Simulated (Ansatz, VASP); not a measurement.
# TaN in VASP and in Ansatz

```
Ta N
1.0
     0.00000    2.20853    2.20853
     2.20853    0.00000    2.20853
     2.20853    2.20853    0.00000
Ta N
1 1
Direct
  0.50000 0.50000 0.50000
  0.00000 0.00000 0.00000
```

Alike in both runs: functional PBE; k mesh 11 × 11 × 11; occupations fermi-dirac, width 0.02 eV; no spin polarisation.

Ansatz relaxed the structure, and its values are those at the end. VASP's run is a single point on that final structure, the one shown.

```csv
,VASP,Ansatz
version,VASP 6.6.1,Ansatz 0.2.0
potentials or method,"VASP PAW PBE potentials, release 64 (Ta_pv, N)","PAW with Ansatz's default frozen-core files, scalar-relativistic"
plane-wave cutoff (eV),520,420
valence electrons in the cell,16,18
```

|  | VASP | Ansatz | Ansatz less VASP |
| --- | --- | --- | --- |
| pressure (GPa) | 0.8 | 0.0 | -0.78 |

VASP's potentials hold 16 valence electrons a cell and Ansatz's 18, so a difference there can come from the potentials and not from the codes.

Neither program's run includes spin-orbit coupling.
